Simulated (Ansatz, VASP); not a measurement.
# One calculation of BN, two programs

```
CELL_PARAMETERS angstrom
0.00000 1.79071 1.79071
1.79071 0.00000 1.79071
1.79071 1.79071 0.00000
ATOMIC_POSITIONS crystal
B 0.00000 0.00000 0.00000
N 0.75000 0.75000 0.75000
```

Alike in both runs: task single point; functional PBEsol; k mesh 12 × 12 × 12; occupations gaussian, width 0.05 eV; no spin polarisation.

|  | VASP | Ansatz |
| --- | --- | --- |
| version | VASP 6.6.1 | Ansatz 0.2.0 |
| potentials or method | VASP PAW PBE potentials, release 64 (B, N), cutoff 600 eV | scalar-relativistic, plane waves, PAW |
| valence electrons in the cell | 8 | 8 |

Ansatz gave:

| Property | Result |
| --- | --- |
| gap on the k mesh at the Fermi level (eV) | 4.32 |
| least direct gap on the mesh (eV) | 8.90 |
| pressure (GPa) | 8.1 |

Problem. Estimate VASP's values.

Solution. gap on the k mesh at the Fermi level (eV): 4.31; least direct gap on the mesh (eV): 8.89; pressure (GPa): 8.5.

VASP's potentials were made for PBE, not for PBEsol.
